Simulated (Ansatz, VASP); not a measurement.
**Sn: VASP beside Ansatz**

```
Sn
1.0
     1.69578    0.97906    8.39737
    -1.69578    0.97906    8.39737
     0.00000   -1.95812    8.39737
Sn
3
Direct
  0.00000 0.00000 0.00000
  0.22272 0.22272 0.22272
  0.77728 0.77728 0.77728
```

Alike in both runs: functional PBE; k mesh 15 × 15 × 15; occupations gaussian, width 0.1 eV; no spin polarisation.

Ansatz relaxed the structure, and its values are those at the end. VASP's run is a single point on that final structure, the one shown.

```csv
,VASP,Ansatz
version,VASP 6.6.1,Ansatz 0.2.0
potentials or method,"VASP PAW PBE potentials, release 64 (Sn_d), cutoff 520 eV","scalar-relativistic, plane waves, PAW"
valence electrons in the cell,42,42
```

|  | VASP | Ansatz | Ansatz less VASP |
| --- | --- | --- | --- |
| gap on the k mesh at the Fermi level (eV) | none | none | - |
| pressure (GPa) | 0.0 | 0.0 | 0.00 |

A gap of «none» marks a metal or a gap that the smearing closes.
